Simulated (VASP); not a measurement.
A run of VASP 6.6.1:

File INCAR:

```
PREC = Accurate ; ENCUT = 520
EDIFF = 1E-6 ; ISMEAR = 0
SIGMA = 0.02 ; LREAL = F
LASPH = T ; NELM = 60
ALGO = Normal ; ISIF = 2
LWAVE = F ; LCHARG = F
GGA = PS ; NBANDS = 18
```

KPOINTS

```
regular mesh
0
Gamma
  12 12 12
```

File POSCAR:

```
NiO2
1.0
    1.3915017907      0.8033839334      6.5628849414
   -1.3915017907      0.8033839334      6.5628849414
    0.0000000000     -1.6067678669      6.5628849414
Ni O
1 2
Direct
    0.0000000000      0.0000000000      0.0000000000
    0.6192413675      0.6192413675      0.6192413675
    0.3807586325      0.3807586325      0.3807586325
```

Potentials or basis: VASP PAW PBE potentials, release 64 (Ni, O).

The run is started by

```bash
$ cat potpaw_PBE.64/Ni/POTCAR potpaw_PBE.64/O/POTCAR > POTCAR
$ mpirun -np 1 vasp_std > vasp.out
```

Hardware: 1 thread of Intel(R) Xeon(R) Platinum 8259CL CPU @ 2.50GHz (Skylake/Cascade Lake), with other jobs on the host.

Estimate the wall time of this run.

It took 17 min on 1 thread of Intel(R) Xeon(R) Platinum 8259CL CPU @ 2.50GHz (Skylake/Cascade Lake) (shared host), peak memory 0.42 GiB. Counts: scf iterations 17, k points 189.
